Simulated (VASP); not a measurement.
Write the native input for VASP 6.6.1 that does the following.

| Property | Result |
| --- | --- |
| Task | electric field gradients |
| Functional | PBE |
| Potentials or basis | VASP PAW PBE potentials, release 64 (Hf_pv, N) |
| Cutoff | 520 eV |
| k mesh | 10 × 10 × 10 |
| Occupations | fermi-dirac, width 0.03 eV |
| Spin | no spin polarisation |
| Dipole correction | no |
| Further INCAR settings | ALGO = Normal; EDIFF = 1e-08; NBANDS = 14 |

The structure of HfN lies in POSCAR:

```
HfN
1.0
    0.0000000000      2.2514447596      2.2514447596
    2.2514447596      0.0000000000      2.2514447596
    2.2514447596      2.2514447596      0.0000000000
Hf N
1 1
Direct
    0.0000000000      0.0000000000      0.0000000000
    0.5000000000      0.5000000000      0.5000000000
```

This cell differs from its parent crystal: volume scaled by 0.99.

The input as run:

INCAR

```
SYSTEM = HfN
ALGO = Normal ; EDIFF = 1E-8
ENCUT = 520 ; GGA = PE
GGA_COMPAT = .FALSE. ; ISIF = 2
ISMEAR = -1 ; LASPH = .TRUE.
LCHARG = .FALSE. ; LEFG = .TRUE.
LREAL = .FALSE. ; LWAVE = .FALSE.
NBANDS = 14 ; NELM = 120
PREC = Accurate ; SIGMA = 0.03
```

KPOINTS

```
k-points
0
G
  10 10 10
  0 0 0
```

Potentials or basis: VASP PAW PBE potentials, release 64 (Hf_pv, N).

The run is started by

```sh
$ cat potpaw_PBE.64/Hf_pv/POTCAR potpaw_PBE.64/N/POTCAR > POTCAR
$ mpirun -np 1 vasp_std > vasp.out
```

It gave:

```
Pressure : 6.0 GPa
```

Caveat: without QUAD_EFG the Cq values of the log hold for a quadrupole moment of 1 mb, not for the nuclei.

It used 31 s of CPU time on 1 thread of AMD EPYC 7R13 Processor (Zen 3) (shared host).
